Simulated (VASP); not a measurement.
Input of a VASP 6.6.1 run:

File INCAR:

```
  ALGO = Normal
  EDIFF = 1E-6
  ENCUT = 520
  GGA = PE
  ISIF = 2
  ISMEAR = -1
  LASPH = True
  LCHARG = False
  LREAL = False
  LWAVE = False
  NBANDS = 14
  NELM = 100
  PREC = Accurate
  SIGMA = 0.15
```

The input KPOINTS:

```
k-points
0
Gamma
  16 16 16
```

The input POSCAR:

```
HfN
1.0
    0.0000000000      2.2743602394      2.2743602394
    2.2743602394      0.0000000000      2.2743602394
    2.2743602394      2.2743602394      0.0000000000
Hf N
1 1
Direct
    0.0000000000      0.0000000000      0.0000000000
    0.5000000000      0.5000000000      0.5000000000
```

Potentials or basis: VASP PAW PBE potentials, release 64 (Hf_pv, N).

Run with:

```console
$ cat potpaw_PBE.64/Hf_pv/POTCAR potpaw_PBE.64/N/POTCAR > POTCAR
$ mpirun -np 1 vasp_std > vasp.out
```

(1) Estimate the pressure.

Answers

(1) -2.3 GPa.
